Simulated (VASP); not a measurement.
A run of VASP 6.6.1:

Contents of POSCAR:

```
InP
1.0
    0.0000000000      3.0943879286      3.0943879286
    3.0943879286      0.0000000000      3.0943879286
    3.0943879286      3.0943879286      0.0000000000
In P
1 1
Direct
    0.0000000000      0.0000000000      0.0000000000
    0.2500000000      0.2500000000      0.2500000000
```

The input INCAR.step1:

```
PREC = Accurate
ENCUT = 520
ISMEAR = -1
SIGMA = 0.02
LREAL = False
LASPH = True
NELM = 80
NBANDS = 16
GGA = PE
ALGO = Normal
EDIFF = 1E-4
LWAVE = True
LCHARG = False
```

The input INCAR.step2:

```
PREC = Accurate
ENCUT = 520
EDIFF = 1E-6
ISMEAR = -1
SIGMA = 0.02
LREAL = False
LASPH = True
NELM = 80
ALGO = Normal
ISIF = 2
LWAVE = False
LCHARG = True
METAGGA = R2SCAN
LMIXTAU = True
LELF = True
LVHAR = True
NBANDS = 16
ISTART = 1
```

File KPOINTS:

```
Automatic mesh
0
Gamma
  8 8 8
```

Potentials or basis: VASP PAW PBE potentials, release 64 (In_d, P).

Command:

```console
$ cat potpaw_PBE.64/In_d/POTCAR potpaw_PBE.64/P/POTCAR > POTCAR
$ cp INCAR.step1 INCAR
$ mpirun -np 1 vasp_std > vasp.out
$ cp INCAR.step2 INCAR
$ mpirun -np 1 vasp_std > vasp.out
```

Hardware: 1 thread of Intel(R) Xeon(R) 6975P-C (Granite Rapids), on a shared host.

Problem. Estimate the wall time of this run.

Solution. It took 47 s on 1 thread of Intel(R) Xeon(R) 6975P-C (Granite Rapids) (shared host), peak memory 0.22 GiB. Counts: k points 29.
